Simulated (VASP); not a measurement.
# C (P6_3/mmc) in VASP: further runs

C is run at these levels: PBE+D3(BJ); tasks: single point.

Program: VASP 6.6.1. These are calculated values, not measurements. Logs are shortened: lines on timing, memory, paths and dates and some standing lists are left out, and cuts for length are marked.

## Step 1: The cell of the first run

Symmetry: P6_3/mmc, No. 194, hexagonal system. Conventional cell: a = 2.500 Å, b = 2.500 Å, c = 5.964 Å, α = 90.00°, β = 90.00°, γ = 120.00°. Within 1.9 Å of C (site symmetry -6m2) lie 3 C at 1.44 Å. Within 1.9 Å of C (site symmetry -6m2) lie 3 C at 1.44 Å.

## Step 2: Single point, PBE+D3(BJ) (volume 8.070 Å^3 an atom, c/a of the conventional cell 2.3858)

Contents of INCAR:

```
PREC     = Accurate       # precision mode
ENCUT    = 600            # plane-wave cutoff, eV
EDIFF    = 1E-6           # SCF threshold, eV
ISMEAR   = 0              # smearing method
SIGMA    = 0.15           # smearing width, eV
LREAL    = False          # projectors in reciprocal space
LASPH    = True           # aspherical terms in the spheres
NELM     = 120            # most SCF steps
ALGO     = Normal         # electronic algorithm
ISIF     = 2              # what is computed and relaxed
LWAVE    = False          # write WAVECAR
LCHARG   = False          # write CHGCAR
GGA      = PE             # functional
IVDW     = 12             # dispersion correction
NBANDS   = 16             # bands
GGA_COMPAT= False
```

Contents of KPOINTS:

```
regular mesh
0
Gamma
  21 21 8
```

Contents of POSCAR:

```
C
1.0
    2.4999018237      0.0000000000      0.0000000000
   -1.2499509119      2.1649784863      0.0000000000
    0.0000000000      0.0000000000      5.9642657710
C
4
Direct
    0.0000000000      0.0000000000      0.0025000000
    0.0000000000      0.0000000000      0.5025000000
    0.3333333333      0.6666666667      0.0025000000
    0.6666666667      0.3333333333      0.5025000000
```

Potentials or basis: VASP PAW PBE potentials, release 64 (C).

On the command line:

```sh
> cat potpaw_PBE.64/C/POTCAR > POTCAR
> mpirun -np 1 vasp_std > vasp.out
```

OUTCAR:

```text
PREC = Accurate
   ENCUT = 600
   EDIFF = 1E-6
   ISMEAR = 0
   LREAL = False
   LASPH = True
   NELM = 120
   ISIF = 2
   GGA = PE
   IVDW = 12
 IVDW          = 12

 ion  position               nearest neighbor table
   1  0.000  0.000  0.002-   3 1.44   3 1.44   3 1.44
   2  0.000  0.000  0.502-   4 1.44   4 1.44   4 1.44
   3  0.333  0.667  0.002-   1 1.44   1 1.44   1 1.44
   4  0.667  0.333  0.502-   2 1.44   2 1.44   2 1.44

  LATTYP: Found a hexagonal cell.
 ALAT       =     2.4999018237
 C/A-ratio  =     2.3858000000

  Lattice vectors:

 A1 = (   2.4999018237,   0.0000000000,   0.0000000000)
 A2 = (  -1.2499509119,   2.1649784863,   0.0000000000)
 A3 = (   0.0000000000,   0.0000000000,   5.9642657710)

Analysis of symmetry for initial positions (statically):
=====================================================================
 Subroutine PRICEL returns:
 Original cell was already a primitive cell.

 Routine SETGRP: Setting up the symmetry group for a
 hexagonal supercell.

 Subroutine GETGRP returns: Found 24 space group operations
 (whereof  6 operations were pure point group operations)
 out of a pool of 24 trial point group operations.

The static configuration has the point symmetry C_3v.
 The point group associated with its full space group is D_6h.

Analysis of symmetry for dynamics (positions and initial velocities):
=====================================================================
 Subroutine PRICEL returns:
 Original cell was already a primitive cell.

 Routine SETGRP: Setting up the symmetry group for a
 hexagonal supercell.

 Subroutine GETGRP returns: Found 24 space group operations
 (whereof  6 operations were pure point group operations)
 out of a pool of 24 trial point group operations.

The dynamic configuration has the point symmetry C_3v.
 The point group associated with its full space group is D_6h.

 Subroutine INISYM returns: Found 24 space group operations
 (whereof  6 operations are pure point group operations),
 and found     1 'primitive' translations

----------------------------------------------------------------------------------------

                                     Primitive cell

  volume of cell :      32.2800

  direct lattice vectors                    reciprocal lattice vectors
     2.499901824  0.000000000  0.000000000     0.400015709  0.230949177  0.000000000
    -1.249950912  2.164978486  0.000000000     0.000000000  0.461898354  0.000000000
     0.000000000  0.000000000  5.964265771     0.000000000  0.000000000  0.167665231

  length of vectors
     2.499901824  2.499901824  5.964265771     0.461898354  0.461898354  0.167665231

  position of ions in fractional coordinates (direct lattice)
     0.000000000  0.000000000  0.002500000
     0.000000000  0.000000000  0.502500000
     0.333333333  0.666666667  0.002500000
     0.666666667  0.333333333  0.502500000

  ion indices of the primitive-cell ions
   primitive index   ion index
                 1           1
                 2           2
                 3           3
                 4           4

----------------------------------------------------------------------------------------

 KPOINTS: regular mesh

Automatic generation of k-mesh.
 Grid dimensions read from file:
 generate k-points for:   21   21    8

 Generating k-lattice:

  Cartesian coordinates                     Fractional coordinates (reciprocal lattice)
     0.019048367  0.010997580  0.000000000     0.047619048  0.000000000  0.000000000
     0.000000000  0.021995160  0.000000000     0.000000000  0.047619048  0.000000000
     0.000000000  0.000000000  0.020958154     0.000000000  0.000000000  0.125000000

  Length of vectors
     0.021995160  0.021995160  0.020958154

  Shift w.r.t. Gamma in fractional coordinates (k-lattice)
     0.000000000  0.000000000  0.000000000

 Subroutine IBZKPT returns following result:
 ===========================================

 Found    240 irreducible k-points:

 Following reciprocal coordinates:
            Coordinates               Weight
  0.000000  0.000000  0.000000      1.000000
  0.047619 -0.000000  0.000000      6.000000
  0.095238 -0.000000  0.000000      6.000000
  0.142857 -0.000000  0.000000      6.000000
  0.190476 -0.000000  0.000000      6.000000
  0.238095 -0.000000  0.000000      6.000000
[... 16 lines left out ...]
  0.142857  0.095238  0.000000     12.000000
  0.190476  0.095238  0.000000     12.000000
 [... further k-points ...]
   k-points           NKPTS =    240   k-points in BZ     NKDIM =    240   number of bands    NBANDS=     16
   number of dos      NEDOS =    301   number of ions     NIONS =      4
   total plane-waves  NPLWV =  19200
   dimension x,y,z NGX =    20 NGY =   20 NGZ =   48
   dimension x,y,z NGXF=    40 NGYF=   40 NGZF=   96
   ions per type =               4
   NGX,Y,Z   is equivalent  to a cutoff of  13.30, 13.30, 13.38 a.u.
   NGXF,Y,Z  is equivalent  to a cutoff of  26.60, 26.60, 26.76 a.u.
 SYSTEM =  unknown system
   PREC   = accura    normal or accurate (medium, high low for compatibility)
   ISTART =      0    job   : 0-new  1-cont  2-samecut
   ICHARG =      2    charge: 1-file 2-atom 10-const
   ISPIN  =      1    spin polarized calculation?
   LNONCOLLINEAR =      F non collinear calculations
   LSORBIT =      F    spin-orbit coupling
   LASPH  =      T    aspherical Exc in radial PAW
   ENCUT  =  600.0 eV  44.10 Ry    6.64 a.u.   4.99  4.99 11.91*2*pi/ulx,y,z
   NELM   =    120;   NELMIN=  2; NELMDL= -5     # of ELM steps
   EDIFF  = 0.1E-05   stopping-criterion for ELM
   LREAL  =      F    real-space projection
   EDIFFG = 0.1E-04   stopping-criterion for IOM
   NSW    =      0    number of steps for IOM
   IBRION =     -1    ionic relax: 0-MD 1-quasi-New 2-CG
   NFREE  =      0    steps in history (QN), initial steepest desc. (CG)
   ISIF   =      2    stress and relaxation
   ISYM   =      2    0-nonsym 1-usesym 2-fastsym
   POTIM  = 0.5000    time-step for ionic-motion
   TEBEG  =    0.0;   TEEND  =   0.0 temperature during run
   PSTRESS=    0.0 pullay stress
   NELECT =      16.0000    total number of electrons
   NUPDOWN=      -1.0000    fix difference up-down
   EMIN   =  10.00;   EMAX   =-10.00  energy-range for DOS
   EFERMI =   0.00;   METHOD = LEGACY
   ISMEAR =     0;   SIGMA  =   0.15  broadening in eV -4-tet -1-fermi 0-gaus
   EFERMI_NEDOS =   21; number of points for ismear=-14 and -15
   IALGO  =     38    algorithm
   IMIX   =      4    mixing-type and parameters
     AMIX     =   0.40;   BMIX     =  1.00
     AMIX_MAG =   1.60;   BMIX_MAG =  1.00
  volume/ion in A,a.u.               =       8.07        54.46
  Fermi-wavevector in a.u.,A,eV,Ry     =   1.295598  2.448325 22.838393  1.678575
  Thomas-Fermi vector in A             =   2.427108
   LORBIT       =      0    0 simple, 1 ext, 2 COOP (PROOUT), +10 PAW based schemes
   GGA     = PE    functional components
   LHFCALC =     F    Hartree Fock is set to
   AEXX    =    0.0000 exact exchange contribution
   IVDW    =    12    specifies the selected vdW correction
   LEPSILON=     F    determine dielectric tensor
   LRPA    =     F    only Hartree local field effects (RPA)
 non-spin polarized calculation
 Gauss-broadening in eV      SIGMA  =   0.15
  energy-cutoff  :      600.00
  volume of cell :       32.28
 maximum number of plane-waves:      1098
 NGX is ok and might be reduce to    20
   NGX =  9   NGY =  9   NGZ = 23

 number of electron      16.0000000 magnetization

 Free energy of the ion-electron system (eV)
  ---------------------------------------------------
  ext. energy  EPLUGINS =         0.00000000
  ---------------------------------------------------
  free energy    TOTEN  =       -36.63021226 eV

  energy without entropy =      -36.62937883  energy(sigma->0) =      -36.62979555

 E-fermi :   5.4706     XC(G=0): -11.0398

 val. band max:        5.4682731593   @ k =   0.3333   0.3333   0.2500
 cond. band min:       5.4743652432   @ k =   0.3333   0.3333   0.5000
 fundamental gap:      0.0060920839
 Fermi energy:         5.4706055427

 k-point     1 :       0.0000    0.0000    0.0000
  band No.  band energies     occupation
      1     -14.0006      2.00000
      2     -13.2874      2.00000
      3      -3.3341      2.00000
      4       0.1283      2.00000
      5       2.4818      2.00000
      6       2.4818      2.00000
[... 8 lines left out ...]
     15      16.7332      0.00000
     16      16.8694      0.00000

 k-point     2 :       0.0476   -0.0000    0.0000
  band No.  band energies     occupation
      1     -13.9473      2.00000
      2     -13.2360      2.00000
      3      -3.2698      2.00000
      4       0.1856      2.00000
      5       2.2559      2.00000
      6       2.3345      2.00000
[... 8 lines left out ...]
     15      16.5649      0.00000
     16      16.9714      0.00000

 k-point     3 :       0.0952   -0.0000    0.0000
  band No.  band energies     occupation
      1     -13.7875      2.00000
      2     -13.0822      2.00000
      3      -3.0776      2.00000
      4       0.3567      2.00000
      5       1.6275      2.00000
      6       1.7433      2.00000
[... 8 lines left out ...]
     15      16.0807      0.00000
     16      17.2960      0.00000

 k-point     4 :       0.1429   -0.0000    0.0000
  band No.  band energies     occupation
      1     -13.5219      2.00000
      2     -12.8263      2.00000
      3      -2.7584      2.00000
      4       0.6392      2.00000
      5       0.7024      2.00000
      6       0.8648      2.00000
[... 8 lines left out ...]
     15      15.5193      0.00000
     16      17.8388      0.00000
[... 324 lines left out ...]
 k-point    22 :       0.0952    0.0952    0.0000
  band No.  band energies     occupation
      1     -13.3629      2.00000
      2     -12.6732      2.00000
      3      -2.5677      2.00000
      4       0.3817      2.00000
      5       0.4887      2.00000
      6       0.8071      2.00000
[... 8 lines left out ...]
     15      15.4290      0.00000
     16      18.4426      0.00000

 k-point    23 :       0.1429    0.0952    0.0000
  band No.  band energies     occupation
      1     -12.9932      2.00000
      2     -12.3172      2.00000
      3      -2.1253      2.00000
      4      -0.5654      2.00000
      5      -0.4118      2.00000
      6       0.6312      2.00000
[... 8 lines left out ...]
     15      16.1546      0.00000
     16      19.4520      0.00000

 k-point    24 :       0.1905    0.0952    0.0000
  band No.  band energies     occupation
      1     -12.5205      2.00000
      2     -11.8621      2.00000
      3      -1.6712      2.00000
      4      -1.5625      2.00000
      5      -1.4490      2.00000
      6       0.0545      2.00000
[... 8 lines left out ...]
     15      17.2279      0.00000
     16      19.9868      0.00000

 [... further k-points ...]

------------------------ aborting loop because EDIFF is reached ----------------------------------------

 Edisp (eV)   -0.71043

 E8    (eV) :    -0.2042

  FORCE on cell =-STRESS in cart. coord.  units (eV):
  Direction    XX          YY          ZZ          XY          YZ          ZX
  --------------------------------------------------------------------------------------
  -------------------------------------------------------------------------------------
  Total      -3.99554    -3.99554     1.61095     0.00000    -0.00000     0.00000
  in kB    -198.31365  -198.31365    79.95741     0.00000    -0.00000     0.00000
  external pressure =     -105.56 kB  Pullay stress =        0.00 kB

 VOLUME and BASIS-vectors are now :
 -----------------------------------------------------------------------------
  energy-cutoff  :      600.00
  volume of cell :       32.28
      direct lattice vectors                 reciprocal lattice vectors
     2.499901824  0.000000000  0.000000000     0.400015709  0.230949177  0.000000000
    -1.249950912  2.164978486  0.000000000     0.000000000  0.461898354  0.000000000
     0.000000000  0.000000000  5.964265771     0.000000000  0.000000000  0.167665231

 POSITION                                       TOTAL-FORCE (eV/Angst)
 -----------------------------------------------------------------------------------
      0.00000      0.00000      0.01491         0.000000      0.000000     -0.000000
      0.00000      0.00000      2.99704        -0.000000      0.000000     -0.000000
     -0.00000      1.44332      0.01491        -0.000000     -0.000000      0.000000
      1.24995      0.72166      2.99704         0.000000     -0.000000      0.000000
 -----------------------------------------------------------------------------------
    total drift:                               -0.000000     -0.000000      0.000013

  FREE ENERGIE OF THE ION-ELECTRON SYSTEM (eV)
  ---------------------------------------------------
  free  energy   TOTEN  =       -37.3406413744 eV

  energy  without entropy=      -37.3398079528  energy(sigma->0) =      -37.34022466
```

It took 99 s on 1 thread of Intel Xeon 6975P-C, shared host; peak memory 0.24 GiB.

What came out:

| Item | Value |
| --- | --- |
| Free energy | -37.3406 eV |
| Pressure | -10.6 GPa |
| Band gap on the k mesh | zero (band 8 reaches 5.51 eV, above the bottom of band 9 at 5.41 eV) |
| Dispersion energy per atom | -0.178 eV |

Levels at points of the mesh, in eV from the Fermi level:
```tsv
k point	band 4	band 5	band 6	band 7	band 8	band 9	band 10	band 11	band 12	band 13
(0.00, 0.00, 0.00)	-5.34	-2.99	-2.99	-2.93	-2.93	5.81	8.06	8.06	8.20	8.20
(0.00, 0.00, 0.50)	-7.28	-2.96	-2.96	-2.96	-2.96	8.13	8.13	8.13	8.13	9.50
```

## Step 3: Single point, PBE+D3(BJ) (volume 8.070 Å^3 an atom, c/a of the conventional cell 3.1347)

Contents of INCAR:

```
PREC = Accurate
ENCUT = 600
EDIFF = 1E-6
ISMEAR = 0
SIGMA = 0.15
LREAL = False
LASPH = True
NELM = 120
ALGO = Normal
ISIF = 2
LWAVE = False
LCHARG = False
GGA = PE
IVDW = 12
NBANDS = 16
GGA_COMPAT = False
```

Contents of KPOINTS:

```
Automatic mesh
0
Gamma
  21 21 8
```

Contents of POSCAR:

```
C
1.0
    2.2824554182      0.0000000000      0.0000000000
   -1.1412277091      1.9766643752      0.0000000000
    0.0000000000      0.0000000000      7.1548129995
C
4
Direct
    0.0000000000      0.0000000000      0.0025000000
    0.0000000000      0.0000000000      0.5025000000
    0.3333333333      0.6666666667      0.0025000000
    0.6666666667      0.3333333333      0.5025000000
```

Potentials or basis: VASP PAW PBE potentials, release 64 (C).

On the command line:

```sh
> cat potpaw_PBE.64/C/POTCAR > POTCAR
> mpirun -np 1 vasp_std > vasp.out
```

It took 2 min on 1 thread of Intel Xeon 6975P-C, shared host; peak memory 0.24 GiB.

It converged, with:

* Free energy: -35.5471 eV
* Pressure: 82.6 GPa
* Band gap on the k mesh: zero (band 8 reaches 5.56 eV, above the bottom of band 9 at 5.55 eV)
* Dispersion energy per atom: -0.131 eV

Stress tensor (GPa, compression positive):
```
124.90   0.00   0.00
  0.00 124.90   0.00
  0.00   0.00  -2.12
```

Levels at points of the mesh, in eV from the Fermi level:
```tsv
k point	band 4	band 5	band 6	band 7	band 8	band 9	band 10	band 11	band 12	band 13
(0.00, 0.00, 0.00)	-8.64	-2.86	-2.86	-2.85	-2.85	2.89	8.24	9.96	9.96	9.98
(0.00, 0.00, 0.50)	-9.32	-2.85	-2.85	-2.85	-2.85	5.02	5.02	9.97	9.97	9.97
```

(Part 1 of 2 ends here.)
